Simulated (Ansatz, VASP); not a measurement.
Pb in VASP and in Ansatz

Contents of INCAR:

```
SYSTEM = Pb
PREC = Accurate ; ENCUT = 520
EDIFF = 1E-7 ; ISMEAR = 0
SIGMA = 0.15 ; LREAL = .FALSE.
LASPH = .TRUE. ; NELM = 100
ALGO = Fast ; ISIF = 2
LWAVE = .FALSE. ; LCHARG = .FALSE.
GGA = PE ; NBANDS = 13
```

The input KPOINTS:

```
Automatic mesh
0
G
  16 16 16
  0 0 0
```

Contents of POSCAR:

```
Pb
1.0
    0.0000000000      2.5438940000      2.4698000000
    2.3957060000      0.0000000000      2.4698000000
    2.3957060000      2.5438940000      0.0000000000
Pb
1
Direct
    0.0000000000      0.0000000000      0.0000000000
```

Input for Ansatz:

```yaml
crystal:
  lattice:
    - [0.0, 2.543894, 2.4698]
    - [2.395706, 0.0, 2.4698]
    - [2.395706, 2.543894, 0.0]
  atoms:
    - { symbol: Pb, position: [0.0, 0.0, 0.0] }
basis:
  ecutwfc: 420
kpoints:
  mp_grid: { grid: [16, 16, 16] }
hamiltonian:
  xc: pbe
scf:
  occupations: { method: gaussian, width: 0.15 }
output:
  forces: true
  stress: true
  eigenvalues: true
```

Change from the starting cell: strain -0.0300 x Voigt [1, -1, 0, 0, 0, 0], atoms carried along.

Alike in both runs: task single point; functional PBE; k mesh 16 × 16 × 16; occupations gaussian, width 0.15 eV; no spin polarisation.

|  | VASP | Ansatz |
| --- | --- | --- |
| version | VASP 6.6.1 | Ansatz 0.2.0 |
| potentials or method | VASP PAW PBE potentials, release 64 (Pb_d), cutoff 520 eV | scalar-relativistic, plane waves, PAW |
| valence electrons in the cell | 14 | 14 |

|  | VASP | Ansatz | Ansatz less VASP |
| --- | --- | --- | --- |
| gap on the k mesh at the Fermi level (eV) | none | none | - |
| pressure (GPa) | 2.7 | 2.7 | +0.04 |
| traceless stress, the component that is largest in VASP (GPa) | 0.63 | 0.63 | -0.002 |

A gap of «none» marks a metal or a gap that the smearing closes.

Neither program's run includes spin-orbit coupling.
